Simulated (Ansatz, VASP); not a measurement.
## GaN in VASP and in Ansatz

POSCAR

```
GaN
1.0
    0.0000000000      2.2535006075      2.2535006075
    2.2535006075      0.0000000000      2.2535006075
    2.2535006075      2.2535006075      0.0000000000
Ga N
1 1
Direct
    0.0000000000      0.0000000000      0.0000000000
    0.7421554627      0.7578445373      0.7500000000
```

The input INCAR.step1:

```
PREC = Accurate
ENCUT = 520
ISMEAR = 0
SIGMA = 0.05
LREAL = False
LASPH = True
NELM = 80
NBANDS = 16
GGA = PE
ALGO = Normal
EDIFF = 1E-4
LWAVE = True
LCHARG = False
```

The input INCAR.step2:

```
PREC = Accurate
ENCUT = 520
EDIFF = 1E-7
ISMEAR = 0
SIGMA = 0.05
LREAL = False
LASPH = True
NELM = 80
ALGO = Normal
ISIF = 2
LWAVE = False
LCHARG = True
METAGGA = R2SCAN
LMIXTAU = True
LELF = True
LVHAR = True
NBANDS = 16
ISTART = 1
```

File KPOINTS:

```
Automatic mesh
0
Gamma
  10 10 10
```

Input for Ansatz:

```yaml
crystal:
  lattice:
    - [0.0, 2.2535006075, 2.2535006075]
    - [2.2535006075, 0.0, 2.2535006075]
    - [2.2535006075, 2.2535006075, 0.0]
  atoms:
    - { symbol: Ga, position: [0.0, 0.0, 0.0] }
    - { symbol: "N", position: [0.7421554627, 0.7578445373, 0.75] }
basis:
  ecutwfc: 500
kpoints:
  mp_grid: { grid: [10, 10, 10] }
hamiltonian:
  xc: r2scan
scf:
  occupations: { method: gaussian, width: 0.05 }
output:
  forces: true
  stress: true
  eigenvalues: true
```

Change from the starting cell: all N atoms moved +0.025 Å, as atom 2 along Cartesian [1 -1 0].

Alike in both runs: task single point; functional r2SCAN; k mesh 10 × 10 × 10; occupations gaussian, width 0.05 eV; no spin polarisation.

|  | VASP | Ansatz |
| --- | --- | --- |
| version | VASP 6.6.1 | Ansatz 0.2.0 |
| potentials or method | VASP PAW PBE potentials, release 64 (Ga_d, N), cutoff 520 eV | scalar-relativistic, plane waves, PAW |
| valence electrons in the cell | 18 | 18 |

VASP gave:

- gap on the k mesh at the Fermi level (eV): 2.07
- least direct gap on the mesh (eV): 2.07
- pressure (GPa): 0.0
- traceless stress, the component that is largest in VASP (GPa): -1.07
- rms of the force components (eV/Å): 0.187

Q: What did Ansatz give for the same quantities?

A: gap on the k mesh at the Fermi level (eV): 2.08; least direct gap on the mesh (eV): 2.08; pressure (GPa): -1.1; traceless stress, the component that is largest in VASP (GPa): -1.00; rms of the force components (eV/Å): 0.182.

VASP's potentials were made for PBE, not for r2SCAN. Atom by atom the forces differ by 0.005 eV/Å (rms over components).
